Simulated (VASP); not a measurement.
Here is a VASP 6.6.1 calculation.

File POSCAR:

```
Al15CdN16
1.0
    6.2595139128      0.0000000578      0.0000000000
   -3.1297570064      5.4208980350      0.0000000000
    0.0000000000      0.0000000000     10.0348065929
Al Cd N
15 1 16
Direct
    0.3355182113      0.1621615939      0.2444304888
    0.3343471824      0.1621384222      0.7534596487
    0.1636024066      0.3323923282      1.0001439504
    0.3390916439      0.6685247006      0.2444572899
    0.1660482158      0.8324239731      0.5020025635
    0.3367384014      0.6738507557      0.7549182463
    0.1617474123      0.8291543653      0.9997085713
    0.8269900161      0.1575764700      0.2452311114
    0.6673693482      0.3331644737      0.5023964258
    0.8230562263      0.1602880284      0.7551385250
    0.6652239513      0.3338694573      1.0003132863
    0.8343377301      0.6627954615      0.2498311131
    0.6709249883      0.8278019854      0.5039473130
    0.8325430387      0.6641010410      0.7514825160
    0.6667958981      0.8290763685      0.9998975744
    0.1601505708      0.3394452668      0.4969396857
    0.3478074521      0.1534030331      0.4318519098
    0.1664997638      0.3289423084      0.1920888652
    0.3287755018      0.1653179329      0.9425964056
    0.1639415363      0.3330472701      0.7136251929
    0.3610942566      0.7090925730      0.4326958122
    0.1668032374      0.8282211936      0.1878478586
    0.3316255031      0.6677697816      0.9430531674
    0.1672699124      0.8316465605      0.6908041394
    0.7888575178      0.1368778572      0.4331317337
    0.6693178173      0.3310535159      0.1881408306
    0.8279078749      0.1648754163      0.9437680309
    0.6655813815      0.3298461675      0.6910957442
    0.8353150488      0.6639867289      0.4406883136
    0.6704918860      0.8258600713      0.1869593141
    0.8305945190      0.6647453329      0.9392094270
    0.6671157723      0.8298324654      0.6927222438
```

File INCAR.step1:

```
SYSTEM = Al15CdN16
  ALGO = Normal
  EDIFF = 1E-5
  ENCUT = 580
  GGA = PE
  GGA_COMPAT = .False.
  ISMEAR = -1
  ISYM = -1
  LASPH = .True.
  LCHARG = .False.
  LREAL = Auto
  LWAVE = .True.
  NBANDS = 90
  NELECT = 136.0
  NELM = 120
  PREC = Accurate
  SIGMA = 0.01
```

The input INCAR.step2:

```
SYSTEM = Al15CdN16
  ALGO = Normal
  EDIFF = 1E-6
  ENCUT = 580
  GGA_COMPAT = .False.
  ISIF = 2
  ISMEAR = -1
  ISTART = 1
  ISYM = -1
  LASPH = .True.
  LCHARG = .False.
  LMIXTAU = .True.
  LREAL = Auto
  LWAVE = .False.
  METAGGA = R2SCAN
  NBANDS = 90
  NELECT = 136.0
  NELM = 120
  PREC = Accurate
  SIGMA = 0.01
```

Contents of KPOINTS:

```
explicit points
1
Reciprocal
  0.25000000   0.25000000   0.25000000 1
```

Potentials or basis: VASP PAW PBE potentials, release 64 (Al, Cd, N).

Launch:

```console
$ cat potpaw_PBE.64/Al/POTCAR potpaw_PBE.64/Cd/POTCAR potpaw_PBE.64/N/POTCAR > POTCAR
$ cp INCAR.step1 INCAR
$ mpirun -np 1 vasp_std > vasp.out
$ cp INCAR.step2 INCAR
$ mpirun -np 1 vasp_std > vasp.out
```

Problem. Estimate the largest force.

Solution. 0.149 eV/Å.

Forces in eV/Å, atoms in the order of the input:
```
Al   0.039 -0.006  0.027
Al   0.008 -0.007  0.064
Al  -0.013 -0.011 -0.002
Al   0.015  0.031 -0.047
Al   0.022  0.071 -0.010
Al  -0.019 -0.021  0.078
Al   0.011 -0.006  0.024
Al  -0.032 -0.021 -0.086
Al  -0.067 -0.022  0.009
Al   0.015  0.026  0.099
Al   0.038 -0.010  0.031
Al  -0.018 -0.008 -0.039
Al  -0.026 -0.011 -0.012
Al   0.000  0.008  0.054
Al   0.000  0.017  0.030
Cd   0.043 -0.017  0.020
N    0.096 -0.053 -0.083
N   -0.010  0.013  0.055
N   -0.002  0.003 -0.043
N   -0.071  0.027  0.050
N    0.066  0.109  0.013
N    0.019  0.019 -0.004
N    0.000  0.005 -0.043
N    0.012  0.003 -0.033
N   -0.087 -0.120  0.016
N   -0.007 -0.011 -0.009
N   -0.009 -0.016 -0.066
N    0.001 -0.011 -0.041
N    0.011 -0.005  0.029
N   -0.028  0.015  0.003
N    0.003  0.004 -0.028
N   -0.012  0.004 -0.057
```

Caveat: the cell carries a net charge on a neutralising background, which shifts energy and pressure; the PAW data sets were made with another functional, which shifts forces and pressure a little.
